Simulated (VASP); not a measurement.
# CaBPd3 (Pm-3m) in VASP: single point with LDA

Aim: the single point of CaBPd3 with LDA.

Program: VASP 6.6.1. These are calculated values, not measurements. Logs are shortened: lines on timing, memory, paths and dates and some standing lists are left out, and cuts for length are marked.

## 1. The cell of the first run

Symmetry: Pm-3m, No. 221, cubic system. Conventional cell: a = 4.201 Å, b = 4.201 Å, c = 4.201 Å, α = 90.00°, β = 90.00°, γ = 90.00°. Within 3.9 Å of Ca (site symmetry m-3m) lie 12 Pd at 2.97 Å and 8 B at 3.64 Å. Pd (site symmetry 4/mmm) has 2 B at 2.10 Å within 2.8 Å. Within 2.8 Å of B (site symmetry m-3m) lie 6 Pd at 2.10 Å.

## 2. Single point, LDA

The input, INCAR:

```
SYSTEM = CaBPd3
PREC     = Accurate       ! precision mode
ENCUT    = 500            ! plane-wave cutoff, eV
EDIFF    = 1E-6           ! SCF threshold, eV
ISMEAR   = 0              ! smearing method
SIGMA    = 0.0518         ! smearing width, eV
LREAL    = .FALSE.        ! projectors in reciprocal space
LASPH    = .TRUE.         ! aspherical terms in the spheres
NELM     = 120            ! most SCF steps
ALGO     = Normal         ! electronic algorithm
ISIF     = 2              ! what is computed and relaxed
LWAVE    = .FALSE.        ! write WAVECAR
LCHARG   = .FALSE.        ! write CHGCAR
NBANDS   = 30             ! bands
GGA_COMPAT= .FALSE.
```

The input, KPOINTS:

```
Automatic mesh
0
G
  8 8 8
  0 0 0
```

The input, POSCAR:

```
CaBPd3
1.0
    4.2005640000      0.0000000000      0.0000000000
    0.0000000000      4.2005640000      0.0000000000
    0.0000000000      0.0000000000      4.2005640000
Ca Pd B
1 3 1
Direct
    0.0000000000      0.0000000000      0.0000000000
    0.0000000000      0.5000000000      0.5000000000
    0.5000000000      0.0000000000      0.5000000000
    0.5000000000      0.5000000000      0.0000000000
    0.5000000000      0.5000000000      0.5000000000
```

Potentials or basis: VASP PAW LDA potentials, release 64 (Ca_sv, Pd, B).

On the command line:

```sh
$ cat potpaw_LDA.64/Ca_sv/POTCAR potpaw_LDA.64/Pd/POTCAR potpaw_LDA.64/B/POTCAR > POTCAR
$ mpirun -np 1 vasp_std > vasp.out
```

OUTCAR:

```text
SYSTEM = CaBPd3
   PREC = Accurate
   ENCUT = 500
   EDIFF = 1E-6
   ISMEAR = 0
   LREAL = .FALSE.
   LASPH = .TRUE.
   NELM = 120
   ISIF = 2

 ion  position               nearest neighbor table
   1  0.000  0.000  0.000-   2 2.97   3 2.97   4 2.97   2 2.97   3 2.97   2 2.97   4 2.97   2 2.97
                             3 2.97   4 2.97   3 2.97   4 2.97
   2  0.000  0.500  0.500-   5 2.10   5 2.10   4 2.97   1 2.97   1 2.97   4 2.97   1 2.97   3 2.97
                             1 2.97   3 2.97   4 2.97   3 2.97   4 2.97   3 2.97
   3  0.500  0.000  0.500-   5 2.10   5 2.10   4 2.97   1 2.97   1 2.97   4 2.97   2 2.97   4 2.97
                             2 2.97   4 2.97   1 2.97   2 2.97   1 2.97   2 2.97
   4  0.500  0.500  0.000-   5 2.10   5 2.10   3 2.97   1 2.97   2 2.97   3 2.97   2 2.97   1 2.97
                             3 2.97   3 2.97   1 2.97   2 2.97   2 2.97   1 2.97
   5  0.500  0.500  0.500-   2 2.10   3 2.10   4 2.10   4 2.10   3 2.10   2 2.10

  LATTYP: Found a simple cubic cell.
 ALAT       =     4.2005640000

  Lattice vectors:

 A1 = (   4.2005640000,   0.0000000000,   0.0000000000)
 A2 = (   0.0000000000,   4.2005640000,   0.0000000000)
 A3 = (   0.0000000000,   0.0000000000,   4.2005640000)

Analysis of symmetry for initial positions (statically):
=====================================================================
 Subroutine PRICEL returns:
 Original cell was already a primitive cell.

 Routine SETGRP: Setting up the symmetry group for a
 simple cubic supercell.

 Subroutine GETGRP returns: Found 48 space group operations
 (whereof 48 operations were pure point group operations)
 out of a pool of 48 trial point group operations.

The static configuration has the point symmetry O_h .

Analysis of symmetry for dynamics (positions and initial velocities):
=====================================================================
 Subroutine PRICEL returns:
 Original cell was already a primitive cell.

 Routine SETGRP: Setting up the symmetry group for a
 simple cubic supercell.

 Subroutine GETGRP returns: Found 48 space group operations
 (whereof 48 operations were pure point group operations)
 out of a pool of 48 trial point group operations.

The dynamic configuration has the point symmetry O_h .

 Subroutine INISYM returns: Found 48 space group operations
 (whereof 48 operations are pure point group operations),
 and found     1 'primitive' translations

----------------------------------------------------------------------------------------

                                     Primitive cell

  volume of cell :      74.1179

  direct lattice vectors                    reciprocal lattice vectors
     4.200564000  0.000000000  0.000000000     0.238063270  0.000000000  0.000000000
     0.000000000  4.200564000  0.000000000     0.000000000  0.238063270  0.000000000
     0.000000000  0.000000000  4.200564000     0.000000000  0.000000000  0.238063270

  length of vectors
     4.200564000  4.200564000  4.200564000     0.238063270  0.238063270  0.238063270

  position of ions in fractional coordinates (direct lattice)
     0.000000000  0.000000000  0.000000000
     0.000000000  0.500000000  0.500000000
     0.500000000  0.000000000  0.500000000
     0.500000000  0.500000000  0.000000000
     0.500000000  0.500000000  0.500000000

  ion indices of the primitive-cell ions
   primitive index   ion index
                 1           1
                 2           2
                 3           3
                 4           4
                 5           5

----------------------------------------------------------------------------------------

 KPOINTS: Automatic mesh

Automatic generation of k-mesh.
 Grid dimensions read from file:
 generate k-points for:    8    8    8

 Generating k-lattice:

  Cartesian coordinates                     Fractional coordinates (reciprocal lattice)
     0.029757909  0.000000000  0.000000000     0.125000000  0.000000000  0.000000000
     0.000000000  0.029757909  0.000000000     0.000000000  0.125000000  0.000000000
     0.000000000  0.000000000  0.029757909     0.000000000  0.000000000  0.125000000

  Length of vectors
     0.029757909  0.029757909  0.029757909

  Shift w.r.t. Gamma in fractional coordinates (k-lattice)
     0.000000000  0.000000000  0.000000000

 Subroutine IBZKPT returns following result:
 ===========================================

 Found     35 irreducible k-points:

 Following reciprocal coordinates:
            Coordinates               Weight
  0.000000  0.000000  0.000000      1.000000
  0.125000  0.000000  0.000000      6.000000
  0.250000  0.000000  0.000000      6.000000
  0.375000  0.000000  0.000000      6.000000
  0.500000  0.000000  0.000000      3.000000
  0.125000  0.125000  0.000000     12.000000
[... 16 lines left out ...]
  0.375000  0.375000  0.125000     24.000000
  0.500000  0.375000  0.125000     24.000000
 [... further k-points ...]
   k-points           NKPTS =     35   k-points in BZ     NKDIM =     35   number of bands    NBANDS=     30
   number of dos      NEDOS =    301   number of ions     NIONS =      5
   total plane-waves  NPLWV =  32768
   dimension x,y,z NGX =    32 NGY =   32 NGZ =   32
   dimension x,y,z NGXF=    64 NGYF=   64 NGZF=   64
   ions per type =               1   3   1
   NGX,Y,Z   is equivalent  to a cutoff of  12.66, 12.66, 12.66 a.u.
   NGXF,Y,Z  is equivalent  to a cutoff of  25.33, 25.33, 25.33 a.u.
 SYSTEM =  CaBPd3
   PREC   = accura    normal or accurate (medium, high low for compatibility)
   ISTART =      0    job   : 0-new  1-cont  2-samecut
   ICHARG =      2    charge: 1-file 2-atom 10-const
   ISPIN  =      1    spin polarized calculation?
   LNONCOLLINEAR =      F non collinear calculations
   LSORBIT =      F    spin-orbit coupling
   LASPH  =      T    aspherical Exc in radial PAW
   ENCUT  =  500.0 eV  36.75 Ry    6.06 a.u.   7.66  7.66  7.66*2*pi/ulx,y,z
   NELM   =    120;   NELMIN=  2; NELMDL= -5     # of ELM steps
   EDIFF  = 0.1E-05   stopping-criterion for ELM
   LREAL  =      F    real-space projection
   EDIFFG = 0.1E-04   stopping-criterion for IOM
   NSW    =      0    number of steps for IOM
   IBRION =     -1    ionic relax: 0-MD 1-quasi-New 2-CG
   NFREE  =      0    steps in history (QN), initial steepest desc. (CG)
   ISIF   =      2    stress and relaxation
   ISYM   =      2    0-nonsym 1-usesym 2-fastsym
   POTIM  = 0.5000    time-step for ionic-motion
   TEBEG  =    0.0;   TEEND  =   0.0 temperature during run
   PSTRESS=    0.0 pullay stress
   NELECT =      43.0000    total number of electrons
   NUPDOWN=      -1.0000    fix difference up-down
   EMIN   =  10.00;   EMAX   =-10.00  energy-range for DOS
   EFERMI =   0.00;   METHOD = LEGACY
   ISMEAR =     0;   SIGMA  =   0.05  broadening in eV -4-tet -1-fermi 0-gaus
   EFERMI_NEDOS =   21; number of points for ismear=-14 and -15
   IALGO  =     38    algorithm
   IMIX   =      4    mixing-type and parameters
     AMIX     =   0.40;   BMIX     =  1.00
     AMIX_MAG =   1.60;   BMIX_MAG =  1.00
  volume/ion in A,a.u.               =      14.82       100.03
  Fermi-wavevector in a.u.,A,eV,Ry     =   1.365390  2.580213 25.365202  1.864290
  Thomas-Fermi vector in A             =   2.491623
   LORBIT       =      0    0 simple, 1 ext, 2 COOP (PROOUT), +10 PAW based schemes
   GGA     = CA    functional components
   LHFCALC =     F    Hartree Fock is set to
   AEXX    =    0.0000 exact exchange contribution
   IVDW    =     0    specifies the selected vdW correction
   LEPSILON=     F    determine dielectric tensor
   LRPA    =     F    only Hartree local field effects (RPA)
 non-spin polarized calculation
 Gauss-broadening in eV      SIGMA  =   0.05
  energy-cutoff  :      500.00
  volume of cell :       74.12
 maximum number of plane-waves:      1924
 NGX is ok and might be reduce to    32
   NGX = 15   NGY = 15   NGZ = 15

 number of electron      43.0000014 magnetization

 Free energy of the ion-electron system (eV)
  ---------------------------------------------------
  ext. energy  EPLUGINS =         0.00000000
  ---------------------------------------------------
  free energy    TOTEN  =       -32.00812487 eV

  energy without entropy =      -32.00163177  energy(sigma->0) =      -32.00487832

 E-fermi :   8.2460     XC(G=0): -12.3478

 val. band max:        8.2451308790   @ k =   0.2500   0.1250   0.1250
 cond. band min:       8.2735057651   @ k =   0.2500   0.0000   0.0000
 fundamental gap:      0.0283748860
 Fermi energy:         8.2459619503

 k-point     1 :       0.0000    0.0000    0.0000
  band No.  band energies     occupation
      1     -31.6187      2.00000
      2     -12.9899      2.00000
      3     -12.9899      2.00000
      4     -12.9899      2.00000
      5      -2.4205      2.00000
      6       2.4379      2.00000
[... 22 lines left out ...]
     29      14.7446      0.00000
     30      14.8363      0.00000

 k-point     2 :       0.1250    0.0000    0.0000
  band No.  band energies     occupation
      1     -31.6182      2.00000
      2     -13.0005      2.00000
      3     -12.9908      2.00000
      4     -12.9908      2.00000
      5      -2.3084      2.00000
      6       2.5632      2.00000
[... 22 lines left out ...]
     29      14.4433      0.00000
     30      14.9826      0.00000

 k-point     3 :       0.2500    0.0000    0.0000
  band No.  band energies     occupation
      1     -31.6169      2.00000
      2     -13.0260      2.00000
      3     -12.9929      2.00000
      4     -12.9929      2.00000
      5      -2.0008      2.00000
      6       2.9045      2.00000
[... 682 lines left out ...]
     29      13.6847      0.00000
     30      15.2082      0.00000

 k-point    24 :       0.5000    0.3750    0.1250
  band No.  band energies     occupation
      1     -31.6131      2.00000
      2     -13.0455      2.00000
      3     -13.0366      2.00000
      4     -13.0045      2.00000
      5      -0.4229      2.00000
      6       1.6162      2.00000
[... 22 lines left out ...]
     29      13.7537      0.00000
     30      15.1963      0.00000

 [... further k-points ...]

------------------------ aborting loop because EDIFF is reached ----------------------------------------

  FORCE on cell =-STRESS in cart. coord.  units (eV):
  Direction    XX          YY          ZZ          XY          YZ          ZX
  --------------------------------------------------------------------------------------
  -------------------------------------------------------------------------------------
  Total        0.0792243      0.0792243      0.0792243      0.0000000     -0.0000000      0.0000000
  in kB        1.7125605      1.7125605      1.7125605      0.0000000     -0.0000000      0.0000000
  external PRESSURE =       1.7125605 kB  Pullay stress =       0.0000000 kB

 VOLUME and BASIS-vectors are now :
 -----------------------------------------------------------------------------
  energy-cutoff  :      500.00
  volume of cell :       74.12
      direct lattice vectors                 reciprocal lattice vectors
     4.200564000  0.000000000  0.000000000     0.238063270  0.000000000  0.000000000
     0.000000000  4.200564000  0.000000000     0.000000000  0.238063270  0.000000000
     0.000000000  0.000000000  4.200564000     0.000000000  0.000000000  0.238063270

 POSITION                                       TOTAL-FORCE (eV/Angst)
 -----------------------------------------------------------------------------------
      0.00000      0.00000      0.00000         0.000000      0.000000      0.000000
      0.00000      2.10028      2.10028         0.000000      0.000000      0.000000
      2.10028      0.00000      2.10028         0.000000      0.000000      0.000000
      2.10028      2.10028      0.00000         0.000000      0.000000      0.000000
      2.10028      2.10028      2.10028         0.000000      0.000000      0.000000
 -----------------------------------------------------------------------------------
    total drift:                                0.000000     -0.000000     -0.000000

  FREE ENERGIE OF THE ION-ELECTRON SYSTEM (eV)
  ---------------------------------------------------
  free  energy   TOTEN  =       -32.0081248705 eV

  energy  without entropy=      -32.0016317685  energy(sigma->0) =      -32.00487832
```

It took 47 s on 1 thread of AMD EPYC 7R13 (Zen 3), shared host; peak memory 0.17 GiB.

Results:

| Property | Result |
| --- | --- |
| Free energy | -32.0081 eV |
| Pressure | 0.2 GPa |
| Band gap on the k mesh | zero (an odd number of electrons rules out a gap without spin polarisation) |

Levels at points of the mesh, in eV from the Fermi level:
```csv
k point,band 18,band 19,band 20,band 21,band 22,band 23,band 24,band 25
"(0.00, 0.00, 0.00)",-1.57,-1.57,-1.57,-1.57,-1.57,-1.52,3.07,3.07
"(0.50, 0.00, 0.00)",-2.68,-2.68,-2.31,-1.57,0.78,0.78,2.95,3.72
"(0.50, 0.50, 0.00)",-2.84,-2.72,-2.39,-0.67,-0.16,-0.16,2.59,3.23
"(0.50, 0.50, 0.50)",-1.67,-1.67,-1.67,0.57,0.57,0.57,0.99,0.99
```

The gap in the log of VASP goes by the Fermi energy; the results here count the filled bands.